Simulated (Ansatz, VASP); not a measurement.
**GeSbTe3: VASP beside Ansatz**

File INCAR:

```
SYSTEM = GeSbTe3
PREC     = Accurate       ! precision mode
ENCUT    = 520            ! plane-wave cutoff, eV
EDIFF    = 1E-7           ! SCF threshold, eV
ISMEAR   = 0              ! smearing method
SIGMA    = 0.1            ! smearing width, eV
LREAL    = .FALSE.        ! projectors in reciprocal space
LASPH    = .TRUE.         ! aspherical terms in the spheres
NELM     = 80             ! most SCF steps
ALGO     = Normal         ! electronic algorithm
ISIF     = 2              ! what is computed and relaxed
LWAVE    = .FALSE.        ! write WAVECAR
LCHARG   = .FALSE.        ! write CHGCAR
GGA      = PE             ! functional
NBANDS   = 26             ! bands
```

File KPOINTS:

```
regular mesh
0
G
  6 6 6
  0 0 0
```

Contents of POSCAR:

```
GeSbTe3
1.0
    2.1034800504      1.2144447733      9.8714625907
   -2.1034800504      1.2144447733      9.8714625907
    0.0000000000     -2.4288895466      9.8714625907
Ge Sb Te
1 1 3
Direct
    0.5978230000      0.5978230000      0.5978230000
    0.3977000000      0.3977000000      0.3977000000
    0.9983600000      0.9983600000      0.9983600000
    0.7925750000      0.7925750000      0.7925750000
    0.2135430000      0.2135430000      0.2135430000
```

Input for Ansatz:

```yaml
crystal:
  lattice:
    - [2.1034800504, 1.2144447733, 9.8714625907]
    - [-2.1034800504, 1.2144447733, 9.8714625907]
    - [0.0, -2.4288895466, 9.8714625907]
  atoms:
    - { symbol: Ge, position: [0.597823, 0.597823, 0.597823] }
    - { symbol: Sb, position: [0.3977, 0.3977, 0.3977] }
    - { symbol: Te, position: [0.99836, 0.99836, 0.99836] }
    - { symbol: Te, position: [0.792575, 0.792575, 0.792575] }
    - { symbol: Te, position: [0.213543, 0.213543, 0.213543] }
basis:
  ecutwfc: 420
kpoints:
  mp_grid: { grid: [6, 6, 6] }
hamiltonian:
  xc: pbe
scf:
  occupations: { method: gaussian, width: 0.1 }
output:
  forces: true
  stress: true
  eigenvalues: true
```

Alike in both runs: task single point; functional PBE; k mesh 6 × 6 × 6; occupations gaussian, width 0.1 eV; no spin polarisation.

|  | VASP | Ansatz |
| --- | --- | --- |
| version | VASP 6.6.1 | Ansatz 0.2.0 |
| potentials or method | VASP PAW PBE potentials, release 64 (Ge_d, Sb, Te), cutoff 520 eV | scalar-relativistic, plane waves, PAW |
| valence electrons in the cell | 37 | 77 |

```csv
,VASP,Ansatz,Ansatz less VASP
gap on the k mesh at the Fermi level (eV),none,none,-
pressure (GPa),0.0,0.1,+0.01
"traceless stress, the component that is largest in VASP (GPa)",0.06,0.05,-0.008
rms of the force components (eV/Å),0.035,0.039,+0.0031
```

Atom by atom the forces differ by 0.007 eV/Å (rms over components). A gap of «none» marks a metal or a gap that the smearing closes. VASP's potentials hold 37 valence electrons a cell and Ansatz's 77, so a difference there can come from the potentials and not from the codes.

Neither program's run includes spin-orbit coupling.
